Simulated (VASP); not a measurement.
A run of VASP 6.6.1 is set up as follows.

The input POSCAR:

```
AlN
1.0
    0.0000000000      2.1849006282      2.1849006282
    2.1849006282      0.0000000000      2.1849006282
    2.1849006282      2.1849006282      0.0000000000
Al N
1 1
Direct
    0.0000000000      0.0000000000      0.0000000000
    0.7500000000      0.7500000000      0.7500000000
```

Contents of INCAR.step1:

```
ALGO = Normal
EDIFF = 1E-4
ENCUT = 520
GGA = PE
ISMEAR = 0
LASPH = True
LCHARG = False
LREAL = False
LWAVE = True
NBANDS = 11
NELM = 100
PREC = Accurate
SIGMA = 0.05
```

File INCAR.step2:

```
ALGO = Normal
EDIFF = 1E-6
ENCUT = 520
ISIF = 2
ISMEAR = 0
ISTART = 1
LASPH = True
LCHARG = False
LMIXTAU = True
LREAL = False
LWAVE = False
METAGGA = R2SCAN
NBANDS = 11
NELM = 100
PREC = Accurate
SIGMA = 0.05
```

Contents of KPOINTS:

```
k-points
0
Gamma
  10 10 10
```

Potentials or basis: VASP PAW PBE potentials, release 64 (Al, N).

Launch:

```bash
$ cat potpaw_PBE.64/Al/POTCAR potpaw_PBE.64/N/POTCAR > POTCAR
$ cp INCAR.step1 INCAR
$ mpirun -np 1 vasp_std > vasp.out
$ cp INCAR.step2 INCAR
$ mpirun -np 1 vasp_std > vasp.out
```

**Question.** What does it give for the pressure?

**Answer.** -0.4 GPa.

**Question.** What does it give for the band gap on the k mesh?

**Answer.** 3.93 eV, indirect (least direct gap 4.88 eV).

Caveat: the PAW data sets were made with another functional, which shifts forces and pressure a little. r2SCAN opens gaps a little over a GGA but as a rule still falls short of measured ones.
